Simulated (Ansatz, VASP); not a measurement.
LiSi16 in VASP and in Ansatz

```xyz
17
Lattice="0.0000 5.4300 5.4300 5.4300 0.0000 5.4300 5.4300 5.4300 0.0000" Properties=species:S:1:pos:R:3 pbc="T T T"
Si    0.0038   -0.0193    0.0042
Si    1.3950    1.3202    1.3961
Si    2.7347    2.7117    0.0038
Si    4.0585    4.0866    1.3728
Si    2.7177   -0.0013    2.7265
Si    4.0450    1.3294    4.0468
Si    5.4306    2.7152    2.6995
Si    6.8167    4.1011    4.0459
Si    0.0011    2.7139    2.7369
Si    1.3727    4.0871    4.0588
Si    2.7150    5.4300    2.7148
Si    4.0580    6.7723    4.0588
Si    2.6971    2.7175    5.4333
Si    4.0386    4.1067    6.8234
Si    5.4280    5.4483    5.4330
Si    6.8018    6.7733    6.8024
Li    5.4368    2.7109    5.4558
```

Alike in both runs: functional PBE; dispersion D3(BJ); k mesh 2 × 2 × 2; occupations fermi-dirac, width 0.02 eV; collinear spin.

Ansatz relaxed the structure, and its values are those at the end. VASP's run is a single point on that final structure, the one shown.

|  | VASP | Ansatz |
| --- | --- | --- |
| version | VASP 6.6.1 | Ansatz 0.2.0 |
| potentials or method | VASP PAW PBE potentials, release 64 (Si, Li_sv), cutoff 520 eV | scalar-relativistic, plane waves, PAW |
| valence electrons in the cell | 67 | 67 |

```csv
,VASP,Ansatz,Ansatz less VASP
rms of the force components (eV/Å),0.038,0.039,+0.0013
net moment per atom (μB),0.00,0.00,-0.001
```

Ansatz's warnings: seeded moment not kept.

The k mesh is coarse, so the values compare programs but aren't converged. Noted on VASP's run: the cutoff is under 1.25 times that of the potentials, so the pressure is a little rough.
